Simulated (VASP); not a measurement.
# RbCl4 (P6/mmm) in VASP: notebook

Runs on RbCl4. Level: PBE+D3(BJ). Tasks: single point, relaxation of cell and atoms.

All numbers are computed with VASP 6.6.1; they aren't measurements. Logs are shortened: lines on timing, memory, paths and dates and some standing lists are left out, and cuts for length are marked.

### 1 The cell of the first run

It takes space group P6/mmm (No. 191, hexagonal). The conventional cell has a = 4.742 Å, b = 4.742 Å, c = 7.943 Å, α = 90.00°, β = 90.00°, γ = 120.00°. Rb (site symmetry 6/mmm) has 12 Cl at 3.46 Å within 4.5 Å. Cl (site symmetry 3m) has 4 Cl at 2.74 to 3.72 Å and 3 Rb at 3.46 Å within 3.8 Å.

### 2 Single point, PBE+D3(BJ)

INCAR reads:

```
PREC = Accurate ; ENCUT = 500
EDIFF = 1E-6 ; ISMEAR = 0
SIGMA = 0.1 ; LREAL = False
LASPH = True ; NELM = 120
ALGO = Normal ; ISIF = 2
LWAVE = False ; LCHARG = False
GGA = PE ; IVDW = 12
NBANDS = 26 ; GGA_COMPAT = False
```

KPOINTS reads:

```
Automatic mesh
0
Gamma
  9 9 6
```

POSCAR reads:

```
RbCl4
1.0
    4.7416455276      0.0000000000      0.0000000000
   -2.3708227638      4.1063854826      0.0000000000
    0.0000000000      0.0000000000      7.9428950374
Rb Cl
1 4
Direct
    0.0000000000      0.0000000000      0.0000000000
    0.3333333333      0.6666666667      0.7343738008
    0.6666666667      0.3333333333      0.7343738008
    0.3333333333      0.6666666667      0.2656261992
    0.6666666667      0.3333333333      0.2656261992
```

Potentials or basis: VASP PAW PBE potentials, release 64 (Rb_sv, Cl).

Run with:

```bash
> cat potpaw_PBE.64/Rb_sv/POTCAR potpaw_PBE.64/Cl/POTCAR > POTCAR
> mpirun -np 1 vasp_std > vasp.out
```

OUTCAR:

```text
PREC = Accurate
   ENCUT = 500
   EDIFF = 1E-6
   ISMEAR = 0
   LREAL = False
   LASPH = True
   NELM = 120
   ISIF = 2
   GGA = PE
   IVDW = 12
 IVDW          = 12

 ion  position               nearest neighbor table
   1  0.000  0.000  0.000-   2 3.46   3 3.46   4 3.46   5 3.46   2 3.46   4 3.46   3 3.46   5 3.46
                             3 3.46   5 3.46   2 3.46   4 3.46
   2  0.333  0.667  0.734-   1 3.46   1 3.46   1 3.46
   3  0.667  0.333  0.734-   1 3.46   1 3.46   1 3.46
   4  0.333  0.667  0.266-   1 3.46   1 3.46   1 3.46
   5  0.667  0.333  0.266-   1 3.46   1 3.46   1 3.46

  LATTYP: Found a hexagonal cell.
 ALAT       =     4.7416455276
 C/A-ratio  =     1.6751347167

  Lattice vectors:

 A1 = (   4.7416455276,   0.0000000000,   0.0000000000)
 A2 = (  -2.3708227638,   4.1063854826,   0.0000000000)
 A3 = (   0.0000000000,   0.0000000000,   7.9428950374)

Analysis of symmetry for initial positions (statically):
=====================================================================
 Subroutine PRICEL returns:
 Original cell was already a primitive cell.

 Routine SETGRP: Setting up the symmetry group for a
 hexagonal supercell.

 Subroutine GETGRP returns: Found 24 space group operations
 (whereof 24 operations were pure point group operations)
 out of a pool of 24 trial point group operations.

The static configuration has the point symmetry D_6h.

Analysis of symmetry for dynamics (positions and initial velocities):
=====================================================================
 Subroutine PRICEL returns:
 Original cell was already a primitive cell.

 Routine SETGRP: Setting up the symmetry group for a
 hexagonal supercell.

 Subroutine GETGRP returns: Found 24 space group operations
 (whereof 24 operations were pure point group operations)
 out of a pool of 24 trial point group operations.

The dynamic configuration has the point symmetry D_6h.

 Subroutine INISYM returns: Found 24 space group operations
 (whereof 24 operations are pure point group operations),
 and found     1 'primitive' translations

----------------------------------------------------------------------------------------

                                     Primitive cell

  volume of cell :     154.6563

  direct lattice vectors                    reciprocal lattice vectors
     4.741645528  0.000000000  0.000000000     0.210897250  0.121761584  0.000000000
    -2.370822764  4.106385483  0.000000000     0.000000000  0.243523168  0.000000000
     0.000000000  0.000000000  7.942895037     0.000000000  0.000000000  0.125898680

  length of vectors
     4.741645528  4.741645528  7.942895037     0.243523168  0.243523168  0.125898680

  position of ions in fractional coordinates (direct lattice)
     0.000000000  0.000000000  0.000000000
     0.333333333  0.666666667  0.734373801
     0.666666667  0.333333333  0.734373801
     0.333333333  0.666666667  0.265626199
     0.666666667  0.333333333  0.265626199

  ion indices of the primitive-cell ions
   primitive index   ion index
                 1           1
                 2           2
                 3           3
                 4           4
                 5           5

----------------------------------------------------------------------------------------

 KPOINTS: Automatic mesh

Automatic generation of k-mesh.
 Grid dimensions read from file:
 generate k-points for:    9    9    6

 Generating k-lattice:

  Cartesian coordinates                     Fractional coordinates (reciprocal lattice)
     0.023433028  0.013529065  0.000000000     0.111111111  0.000000000  0.000000000
     0.000000000  0.027058130  0.000000000     0.000000000  0.111111111  0.000000000
     0.000000000  0.000000000  0.020983113     0.000000000  0.000000000  0.166666667

  Length of vectors
     0.027058130  0.027058130  0.020983113

  Shift w.r.t. Gamma in fractional coordinates (k-lattice)
     0.000000000  0.000000000  0.000000000

 Subroutine IBZKPT returns following result:
 ===========================================

 Found     48 irreducible k-points:

 Following reciprocal coordinates:
            Coordinates               Weight
  0.000000  0.000000  0.000000      1.000000
  0.111111  0.000000  0.000000      6.000000
  0.222222  0.000000  0.000000      6.000000
  0.333333  0.000000  0.000000      6.000000
  0.444444  0.000000  0.000000      6.000000
  0.111111  0.111111  0.000000      6.000000
[... 16 lines left out ...]
  0.333333  0.222222  0.166667     24.000000
  0.333333  0.333333  0.166667      4.000000
 [... further k-points ...]
   k-points           NKPTS =     48   k-points in BZ     NKDIM =     48   number of bands    NBANDS=     26
   number of dos      NEDOS =    301   number of ions     NIONS =      5
   total plane-waves  NPLWV =  77760
   dimension x,y,z NGX =    36 NGY =   36 NGZ =   60
   dimension x,y,z NGXF=    72 NGYF=   72 NGZF=  120
   ions per type =               1   4
   NGX,Y,Z   is equivalent  to a cutoff of  12.62, 12.62, 12.56 a.u.
   NGXF,Y,Z  is equivalent  to a cutoff of  25.24, 25.24, 25.12 a.u.
 SYSTEM =  unknown system
   PREC   = accura    normal or accurate (medium, high low for compatibility)
   ISTART =      0    job   : 0-new  1-cont  2-samecut
   ICHARG =      2    charge: 1-file 2-atom 10-const
   ISPIN  =      1    spin polarized calculation?
   LNONCOLLINEAR =      F non collinear calculations
   LSORBIT =      F    spin-orbit coupling
   LASPH  =      T    aspherical Exc in radial PAW
   ENCUT  =  500.0 eV  36.75 Ry    6.06 a.u.   8.65  8.65 14.48*2*pi/ulx,y,z
   NELM   =    120;   NELMIN=  2; NELMDL= -5     # of ELM steps
   EDIFF  = 0.1E-05   stopping-criterion for ELM
   LREAL  =      F    real-space projection
   EDIFFG = 0.1E-04   stopping-criterion for IOM
   NSW    =      0    number of steps for IOM
   IBRION =     -1    ionic relax: 0-MD 1-quasi-New 2-CG
   NFREE  =      0    steps in history (QN), initial steepest desc. (CG)
   ISIF   =      2    stress and relaxation
   ISYM   =      2    0-nonsym 1-usesym 2-fastsym
   POTIM  = 0.5000    time-step for ionic-motion
   TEBEG  =    0.0;   TEEND  =   0.0 temperature during run
   PSTRESS=    0.0 pullay stress
   NELECT =      37.0000    total number of electrons
   NUPDOWN=      -1.0000    fix difference up-down
   EMIN   =  10.00;   EMAX   =-10.00  energy-range for DOS
   EFERMI =   0.00;   METHOD = LEGACY
   ISMEAR =     0;   SIGMA  =   0.10  broadening in eV -4-tet -1-fermi 0-gaus
   EFERMI_NEDOS =   21; number of points for ismear=-14 and -15
   IALGO  =     38    algorithm
   IMIX   =      4    mixing-type and parameters
     AMIX     =   0.40;   BMIX     =  1.00
     AMIX_MAG =   1.60;   BMIX_MAG =  1.00
  volume/ion in A,a.u.               =      30.93       208.73
  Fermi-wavevector in a.u.,A,eV,Ry     =   1.016294  1.920518 14.052836  1.032854
  Thomas-Fermi vector in A             =   2.149630
   LORBIT       =      0    0 simple, 1 ext, 2 COOP (PROOUT), +10 PAW based schemes
   GGA     = PE    functional components
   LHFCALC =     F    Hartree Fock is set to
   AEXX    =    0.0000 exact exchange contribution
   IVDW    =    12    specifies the selected vdW correction
   LEPSILON=     F    determine dielectric tensor
   LRPA    =     F    only Hartree local field effects (RPA)
 non-spin polarized calculation
 Gauss-broadening in eV      SIGMA  =   0.10
  energy-cutoff  :      500.00
  volume of cell :      154.66
 maximum number of plane-waves:      3948
 NGX is ok and might be reduce to    36
   NGX = 17   NGY = 17   NGZ = 29

 number of electron      36.9999999 magnetization

 Free energy of the ion-electron system (eV)
  ---------------------------------------------------
  ext. energy  EPLUGINS =         0.00000000
  ---------------------------------------------------
  free energy    TOTEN  =       -10.29557234 eV

  energy without entropy =      -10.28646543  energy(sigma->0) =      -10.29101888

 E-fermi :  -0.3641     XC(G=0):  -7.6587

 val. band max:       -0.4852150481   @ k =   0.2222   0.0000   0.5000
 cond. band min:      -0.2959403372   @ k =   0.2222   0.1111   0.5000
 fundamental gap:      0.1892747109
 Fermi energy:        -0.3641143207

 k-point     1 :       0.0000    0.0000    0.0000
  band No.  band energies     occupation
      1     -25.4800      2.00000
      2     -15.3907      2.00000
      3     -15.3301      2.00000
      4     -13.2349      2.00000
      5     -13.1657      2.00000
      6      -9.5575      2.00000
[... 18 lines left out ...]
     25       8.4227      0.00000
     26       8.7859      0.00000

 k-point     2 :       0.1111    0.0000    0.0000
  band No.  band energies     occupation
      1     -25.4790      2.00000
      2     -15.3475      2.00000
      3     -15.2827      2.00000
      4     -13.3114      2.00000
      5     -13.2407      2.00000
      6      -9.5716      2.00000
[... 18 lines left out ...]
     25       8.3261      0.00000
     26       8.6960      0.00000

 k-point     3 :       0.2222    0.0000    0.0000
  band No.  band energies     occupation
      1     -25.4766      2.00000
      2     -15.2223      2.00000
      3     -15.1459      2.00000
      4     -13.5199      2.00000
      5     -13.4449      2.00000
      6      -9.6020      2.00000
[... 18 lines left out ...]
     25       8.2607      0.00000
     26       8.4811      0.00000

 k-point     4 :       0.3333    0.0000    0.0000
  band No.  band energies     occupation
      1     -25.4737      2.00000
      2     -15.0339      2.00000
      3     -14.9418      2.00000
      4     -13.8016      2.00000
      5     -13.7227      2.00000
      6      -9.6288      2.00000
[... 18 lines left out ...]
     25       8.2340      0.00000
     26       8.2574      0.00000
[... 496 lines left out ...]
      1     -25.4725      2.00000
      2     -14.9107      2.00000
      3     -14.8257      2.00000
      4     -13.9562      2.00000
      5     -13.8796      2.00000
      6      -9.6343      2.00000
[... 18 lines left out ...]
     25       8.1621      0.00000
     26       8.5525      0.00000

 k-point    23 :       0.3333    0.2222    0.1667
  band No.  band energies     occupation
      1     -25.4711      2.00000
      2     -14.6993      2.00000
      3     -14.6078      2.00000
      4     -14.2132      2.00000
      5     -14.1324      2.00000
      6      -9.6336      2.00000
[... 18 lines left out ...]
     25       8.0746      0.00000
     26       8.6195      0.00000

 k-point    24 :       0.3333    0.3333    0.1667
  band No.  band energies     occupation
      1     -25.4706      2.00000
      2     -14.4645      2.00000
      3     -14.4645      2.00000
      4     -14.3757      2.00000
      5     -14.3757      2.00000
      6      -9.6366      2.00000
[... 18 lines left out ...]
     25       7.9189      0.00000
     26       8.8648      0.00000

 [... further k-points ...]

------------------------ aborting loop because EDIFF is reached ----------------------------------------

 Edisp (eV)   -0.82410

 E8    (eV) :    -0.3296

  FORCE on cell =-STRESS in cart. coord.  units (eV):
  Direction    XX          YY          ZZ          XY          YZ          ZX
  --------------------------------------------------------------------------------------
  -------------------------------------------------------------------------------------
  Total      -0.07191    -0.07191    -0.00208     0.00000     0.00000     0.00000
  in kB      -0.74498    -0.74498    -0.02154     0.00000     0.00000     0.00000
  external pressure =       -0.50 kB  Pullay stress =        0.00 kB

 VOLUME and BASIS-vectors are now :
 -----------------------------------------------------------------------------
  energy-cutoff  :      500.00
  volume of cell :      154.66
      direct lattice vectors                 reciprocal lattice vectors
     4.741645528  0.000000000  0.000000000     0.210897250  0.121761584  0.000000000
    -2.370822764  4.106385483  0.000000000     0.000000000  0.243523168  0.000000000
     0.000000000  0.000000000  7.942895037     0.000000000  0.000000000  0.125898680

 POSITION                                       TOTAL-FORCE (eV/Angst)
 -----------------------------------------------------------------------------------
      0.00000      0.00000      0.00000         0.000000     -0.000000      0.000000
     -0.00000      2.73759      5.83305         0.000000     -0.000000      0.002526
      2.37082      1.36880      5.83305        -0.000000      0.000000      0.002526
     -0.00000      2.73759      2.10984         0.000000     -0.000000     -0.002526
      2.37082      1.36880      2.10984        -0.000000      0.000000     -0.002526
 -----------------------------------------------------------------------------------
    total drift:                                0.000000      0.000000      0.000000

  FREE ENERGIE OF THE ION-ELECTRON SYSTEM (eV)
  ---------------------------------------------------
  free  energy   TOTEN  =       -11.1196697375 eV

  energy  without entropy=      -11.1105628273  energy(sigma->0) =      -11.11511628
```

It took 67 s on 1 thread of Intel Xeon 6975P-C (Granite Rapids), shared host; peak memory 0.34 GiB.

What came out:

```
Free energy                : -11.1197 eV
Pressure                   : -0.1 GPa
Band gap on the k mesh     : zero (an odd number of electrons rules out a gap without spin polarisation)
Dispersion energy per atom : -0.165 eV
```

Forces on the atoms (eV/Å):
```
Rb   0.000  0.000  0.000
Cl   0.000  0.000  0.003
Cl   0.000  0.000  0.003
Cl   0.000  0.000 -0.003
Cl   0.000  0.000 -0.003
```

Caveat: an odd number of electrons without spin polarisation forces a metal; a magnetic or distorted state may lie lower.

### 3 Relaxation of cell and atoms, PBE+D3(BJ)

INCAR reads:

```
SYSTEM = RbCl4
PREC = Accurate
ENCUT = 500
EDIFF = 1E-7
ISMEAR = 0
SIGMA = 0.1
LREAL = .FALSE.
LASPH = .TRUE.
NELM = 120
ALGO = Normal
ISIF = 3
LWAVE = .FALSE.
LCHARG = .FALSE.
GGA = PE
IVDW = 12
IBRION = 2
NSW = 100
EDIFFG = -0.01
GGA_COMPAT = .FALSE.
NELMIN = 4
```

KPOINTS reads:

```
regular mesh
0
G
  9 9 6
  0 0 0
```

POSCAR is that of step 2.

Potentials or basis: VASP PAW PBE potentials, release 64 (Rb_sv, Cl).

Run with:

```bash
> cat potpaw_PBE.64/Rb_sv/POTCAR potpaw_PBE.64/Cl/POTCAR > POTCAR
> mpirun -np 1 vasp_std > vasp.out
```

Wall time 96 s (1 thread of Intel Xeon 6975P-C (Granite Rapids), shared host); peak memory 0.36 GiB.

It converged, with:

| Quantity | Value |
| --- | --- |
| Free energy | -11.1197 eV |
| Relaxed volume | 30.89 Å³/atom |
| Relaxed cell | a = 4.738 Å, b = 4.738 Å, c = 7.943 Å, α = 90.00°, β = 90.00°, γ = 120.00° |
| Space group after relaxing (to 0.1 Å) | P6/mmm (No. 191) |
| Energy gained by relaxing | 0.0 meV/atom |
| Ionic steps | 2 |
| Pressure after relaxing | 0.0 GPa |
| Band gap on the k mesh | zero (an odd number of electrons rules out a gap without spin polarisation) |
| Dispersion energy per atom | -0.165 eV |

Forces on the atoms (eV/Å):
```
Rb   0.000  0.000  0.000
Cl   0.000  0.000  0.002
Cl   0.000  0.000  0.002
Cl   0.000  0.000 -0.002
Cl   0.000  0.000 -0.002
```

Final structure:
```cif
data_structure
_symmetry_space_group_name_H-M 'P 1'
_symmetry_Int_Tables_number 1
_cell_length_a 4.7384
_cell_length_b 4.7384
_cell_length_c 7.9430
_cell_angle_alpha 90.000
_cell_angle_beta 90.000
_cell_angle_gamma 120.000
_cell_volume 154.45
loop_
_atom_site_label
_atom_site_type_symbol
_atom_site_fract_x
_atom_site_fract_y
_atom_site_fract_z
_atom_site_occupancy
Rb1 Rb 0.00000 0.00000 0.00000 1
Cl1 Cl 0.33333 0.66667 0.73439 1
Cl2 Cl 0.66667 0.33333 0.73439 1
Cl3 Cl 0.33333 0.66667 0.26561 1
Cl4 Cl 0.66667 0.33333 0.26561 1
```

Levels at points of the mesh, in eV from the Fermi level:
```
           k point  band 14  band 15  band 16  band 17  band 18  band 19  band 20  band 21  band 22
(0.00, 0.00, 0.00)    -2.12    -1.12    -0.59    -0.59    -0.53    -0.53    -0.51     5.13     6.69
(0.00, 0.00, 0.50)    -2.72    -0.91    -0.74    -0.65    -0.65    -0.47    -0.47     5.99     7.06
```

Caveat: an odd number of electrons without spin polarisation forces a metal; a magnetic or distorted state may lie lower.
